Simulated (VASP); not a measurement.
SrO:

```xyz
4
Lattice="4.2450 0.0000 0.0000 -2.1225 3.6763 0.0000 0.0000 0.0000 7.0112" Properties=species:S:1:pos:R:3 pbc="T T T"
Sr    2.1225    1.2254    3.5111
Sr    0.0000    2.4509    0.0055
O     2.1225    1.2254    6.1294
O     0.0000    2.4509    2.6238
```

* Program: VASP 6.6.1
* Task: relaxation of cell and atoms
* Functional: PBEsol
* Potentials or basis: VASP PAW PBE potentials, release 64 (Sr_sv, O)
* Cutoff: 600 eV
* k mesh: 6 × 6 × 4
* Occupations: gaussian, width 0.1 eV
* Spin: no spin polarisation

At the start: pressure -9.8 GPa; volume 27.35 Å³/atom.

Task: Where does the relaxation end?

Result: Over 29 steps the energy falls by 307.7 meV/atom and the volume is 20.05 Å³/atom (-26.7 %); space group P6_3mc (No. 186, to 0.1 Å) before, P6_3/mmc (No. 194, to 0.1 Å).

Step by step:
```tsv
step	energy change (eV)	largest force (eV/Å)	pressure (GPa)	volume (Å³)
1	0.0000	0.1294	-9.80	109.42
2	-0.9241	0.1611	0.40	85.01
3	-0.9244	0.1588	0.11	85.36
4	-0.9343	0.1501	0.07	85.38
5	-0.9571	0.1417	-0.07	85.41
6	-0.9837	0.1990	-0.54	85.31
7	-1.0186	0.5458	-1.44	84.42
8	0.0854	0.1311	11.66	79.65
9	-0.8907	1.0415	-0.15	84.35
10	-0.8925	1.0378	-0.16	84.35
11	-0.8978	1.0271	-0.27	84.36
12	-0.9081	1.0069	-0.44	84.37
13	-0.9279	0.9717	-0.76	84.39
14	-0.9636	0.9136	-1.29	84.38
15	-1.0005	0.7740	-1.53	84.19
16	-1.0262	0.7159	-1.59	83.99
17	-1.0922	0.5589	-1.69	83.38
18	-1.1784	0.3140	-1.46	82.12
19	-1.1803	0.0419	0.65	79.50
20	-1.2075	0.1427	-0.67	80.81
21	-1.2111	0.1447	-0.37	80.47
22	-1.2173	0.1461	0.55	79.44
23	-1.2178	0.1447	0.93	79.05
24	-1.2211	0.1306	0.82	79.13
25	-1.2276	0.0813	0.56	79.38
26	-1.2211	0.0602	0.26	79.85
27	-1.2285	0.0525	0.46	79.50
28	-1.2303	0.0411	0.07	79.88
29	-1.2306	0.0326	-0.26	80.20
```

Final structure:
```cif
data_structure
_symmetry_space_group_name_H-M 'P 1'
_symmetry_Int_Tables_number 1
_cell_length_a 4.2510
_cell_length_b 4.2510
_cell_length_c 5.1246
_cell_angle_alpha 90.000
_cell_angle_beta 90.000
_cell_angle_gamma 120.000
_cell_volume 80.20
loop_
_atom_site_label
_atom_site_type_symbol
_atom_site_fract_x
_atom_site_fract_y
_atom_site_fract_z
_atom_site_occupancy
Sr1 Sr 0.66667 0.33333 0.43897 1
Sr2 Sr 0.33333 0.66667 0.93897 1
O1 O 0.66667 0.33333 0.93603 1
O2 O 0.33333 0.66667 0.43603 1
```

Caveat: the volume moved by over 15 % at a fixed basis, so the end points are rough; the PAW data sets were made with another functional, which shifts forces and pressure a little; the relaxation stopped at a loose force limit of 0.05 eV/Å, so its end isn't a converged minimum.
